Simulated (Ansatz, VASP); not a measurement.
# Li in VASP and in Ansatz

```xyz
3
Lattice="1.5505 0.8952 7.8159 -1.5505 0.8952 7.8159 0.0000 -1.7904 7.8159" Properties=species:S:1:pos:R:3 pbc="T T T"
Li    0.0000    0.0000    0.0000
Li    0.0000    0.0000    5.2054
Li    0.0000    0.0000   18.2424
```

Change from the starting cell: zz strain of +3 %.

Alike in both runs: task single point; functional PBEsol; k mesh 12 × 12 × 12; occupations fermi-dirac, width 0.05 eV; no spin polarisation.

|  | VASP | Ansatz |
| --- | --- | --- |
| version | VASP 6.6.1 | Ansatz 0.2.0 |
| potentials or method | VASP PAW PBE potentials, release 64 (Li_sv), cutoff 520 eV | all-electron LAPW, scalar-relativistic |

|  | VASP | Ansatz | Ansatz less VASP |
| --- | --- | --- | --- |
| rms of the force components (eV/Å) | 0.004 | 0.004 | +0.0001 |

VASP's potentials were made for PBE, not for PBEsol. Atom by atom the forces differ by 0.000 eV/Å (rms over components). Ansatz ran all-electron here, and VASP with PAW potentials.

Noted on VASP's run: the cutoff is under 1.25 times that of the potentials, so the pressure is a little rough.
